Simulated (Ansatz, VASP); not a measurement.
## One calculation of ZnS, two programs

```xyz
2
Lattice="0.0000 2.7046 2.7046 2.7046 0.0000 2.7046 2.7046 2.7046 0.0000" Properties=species:S:1:pos:R:3 pbc="T T T"
Zn    0.0000    0.0000    0.0000
S     4.0570    4.0570    4.0570
```

Alike in both runs: task single point; functional LDA; k mesh 10 × 10 × 10; occupations gaussian, width 0.05 eV; no spin polarisation.

```csv
,VASP,Ansatz
version,VASP 6.6.1,Ansatz 0.2.0
potentials or method,"VASP PAW LDA potentials, release 64 (Zn, S), cutoff 520 eV","scalar-relativistic, plane waves, PAW"
valence electrons in the cell,18,18
```

Ansatz gave:

```
gap on the k mesh at the Fermi level (eV) : 1.85
least direct gap on the mesh (eV)         : 1.85
pressure (GPa)                            : -4.7
```

**Question.** Estimate VASP's values.

**Answer.** gap on the k mesh at the Fermi level (eV): 1.88; least direct gap on the mesh (eV): 1.88; pressure (GPa): -4.5.

LDA's correlation is that of Perdew and Zunger in VASP and of Perdew and Wang (1992) in Ansatz.
